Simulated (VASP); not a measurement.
Set up this calculation in VASP 6.6.1, as the native input.

- Task: single point
- Functional: r2SCAN
- Potentials or basis: VASP PAW PBE potentials, release 64 (O, S, Mg)
- Cutoff: 520 eV
- k mesh: 8 × 8 × 8
- Occupations: gaussian, width 0.01 eV
- Spin: no spin polarisation
- Dipole correction: no
- Further INCAR settings: ALGO = Normal; EDIFF = 1e-07; NBANDS = 16

Crystal: Mg2SO.

```
O S Mg
1.0
     1.63587    0.94447    5.38526
    -1.63587    0.94447    5.38526
     0.00000   -1.88894    5.38526
O S Mg
1 1 2
Direct
  0.00000 0.00000 0.00000
  0.50000 0.50000 0.50000
  0.26166 0.26166 0.26166
  0.73834 0.73834 0.73834
```

The input as run:

POSCAR

```
Mg2SO
1.0
    1.6358723115      0.9444713194      5.3852630677
   -1.6358723115      0.9444713194      5.3852630677
    0.0000000000     -1.8889426388      5.3852630677
O S Mg
1 1 2
Direct
    1.0000000000      0.0000000000      0.0000000000
    0.5000000000      0.5000000000      0.5000000000
    0.2616612352      0.2616612352      0.2616612352
    0.7383387648      0.7383387648      0.7383387648
```

INCAR.step1

```
ALGO = Normal
EDIFF = 1E-4
ENCUT = 520
GGA = PE
ISMEAR = 0
LASPH = True
LCHARG = False
LREAL = False
LWAVE = True
NBANDS = 16
NELM = 80
PREC = Accurate
SIGMA = 0.01
```

INCAR.step2

```
ALGO = Normal
EDIFF = 1E-7
ENCUT = 520
ISIF = 2
ISMEAR = 0
ISTART = 1
LASPH = True
LCHARG = True
LELF = True
LMIXTAU = True
LREAL = False
LVHAR = True
LWAVE = False
METAGGA = R2SCAN
NBANDS = 16
NELM = 80
PREC = Accurate
SIGMA = 0.01
```

KPOINTS

```
k-points
0
Gamma
  8 8 8
```

Potentials or basis: VASP PAW PBE potentials, release 64 (O, S, Mg).

Command:

```bash
$ cat potpaw_PBE.64/O/POTCAR potpaw_PBE.64/S/POTCAR potpaw_PBE.64/Mg/POTCAR > POTCAR
$ cp INCAR.step1 INCAR
$ mpirun -np 1 vasp_std > vasp.out
$ cp INCAR.step2 INCAR
$ mpirun -np 1 vasp_std > vasp.out
```

Results of the run:

```yaml
Pressure: 6.8 GPa
Largest_force: 0.135 eV/Å
Band_gap_on_the_k_mesh: 1.78 eV
```

Caveat: the cell stands under pressure; the PAW data sets were made with another functional, which shifts forces and pressure a little.

Wall time 6.4 min on 1 thread of Intel(R) Xeon(R) Platinum 8488C (Sapphire Rapids), on a shared host, peak memory 0.31 GiB.
